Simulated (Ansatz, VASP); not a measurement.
One calculation of Bi2Se3, two programs

```
Bi Se
1.0
     2.00935    1.16010    9.54533
    -2.00935    1.16010    9.54533
     0.00000   -2.32020    9.54533
Bi Se
2 3
Direct
  0.40080 0.40080 0.40080
  0.59920 0.59920 0.59920
  0.00000 0.00000 0.00000
  0.21170 0.21170 0.21170
  0.78830 0.78830 0.78830
```

Change from the starting cell: equal xx and yy strain of -3 %.

Alike in both runs: task single point; functional PBEsol; k mesh 6 × 6 × 6; occupations fermi-dirac, width 0.03 eV; no spin polarisation.

|  | VASP | Ansatz |
| --- | --- | --- |
| version | VASP 6.6.1 | Ansatz 0.2.0 |
| potentials or method | VASP PAW PBE potentials, release 64 (Bi_d, Se), cutoff 520 eV | all-electron LAPW, scalar-relativistic |

```tsv
	VASP	Ansatz	Ansatz less VASP
pressure (GPa)	4.1	4.0	-0.06
traceless stress, the component that is largest in VASP (GPa)	-0.85	-0.86	-0.004
rms of the force components (eV/Å)	0.255	0.246	-0.0093
```

VASP's potentials were made for PBE, not for PBEsol. Atom by atom the forces differ by 0.009 eV/Å (rms over components). Ansatz ran all-electron here, and VASP with PAW potentials.

Neither program's run includes spin-orbit coupling.
